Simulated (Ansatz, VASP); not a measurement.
**Si: VASP beside Ansatz**

POSCAR

```
Si
1.0
   -1.6025112060      1.6025112060      1.2807199545
    1.6025112060     -1.6025112060      1.2807199545
    1.6025112060      1.6025112060     -1.2807199545
Si
1
Direct
    0.0000000000      0.0000000000      0.0000000000
```

Contents of INCAR.step1:

```
PREC = Accurate ; ENCUT = 520
ISMEAR = 0 ; SIGMA = 0.15
LREAL = F ; LASPH = T
NELM = 100 ; NBANDS = 8
GGA = PE ; ALGO = Normal
EDIFF = 1E-4 ; LWAVE = T
LCHARG = F
```

Contents of INCAR.step2:

```
PREC = Accurate ; ENCUT = 520
EDIFF = 1E-6 ; ISMEAR = 0
SIGMA = 0.15 ; LREAL = F
LASPH = T ; NELM = 100
ALGO = Normal ; ISIF = 2
LWAVE = F ; LCHARG = F
METAGGA = R2SCAN ; LMIXTAU = T
NBANDS = 8 ; ISTART = 1
```

File KPOINTS:

```
Automatic mesh
0
Gamma
  22 22 22
```

Input for Ansatz:

```yaml
crystal:
  lattice:
    - [-1.602511206, 1.602511206, 1.2807199545]
    - [1.602511206, -1.602511206, 1.2807199545]
    - [1.602511206, 1.602511206, -1.2807199545]
  atoms:
    - { symbol: Si, position: [0.0, 0.0, 0.0] }
basis:
  ecutwfc: 500
kpoints:
  mp_grid: { grid: [22, 22, 22] }
hamiltonian:
  xc: r2scan
scf:
  occupations: { method: gaussian, width: 0.15 }
output:
  forces: true
  stress: true
  eigenvalues: true
```

Change from the starting cell: strain -0.015 along x and y, -0.030 along z, atoms carried along.

Alike in both runs: task single point; functional r2SCAN; k mesh 22 × 22 × 22; occupations gaussian, width 0.15 eV; no spin polarisation.

|  | VASP | Ansatz |
| --- | --- | --- |
| version | VASP 6.6.1 | Ansatz 0.2.0 |
| potentials or method | VASP PAW PBE potentials, release 64 (Si), cutoff 520 eV | scalar-relativistic, plane waves, PAW |
| valence electrons in the cell | 4 | 4 |

```tsv
	VASP	Ansatz	Ansatz less VASP
gap on the k mesh at the Fermi level (eV)	none	none	-
pressure (GPa)	6.8	6.8	-0.06
traceless stress, the component that is largest in VASP (GPa)	-0.56	-0.51	+0.051
```

VASP's potentials were made for PBE, not for r2SCAN. A gap of «none» marks a metal or a gap that the smearing closes.
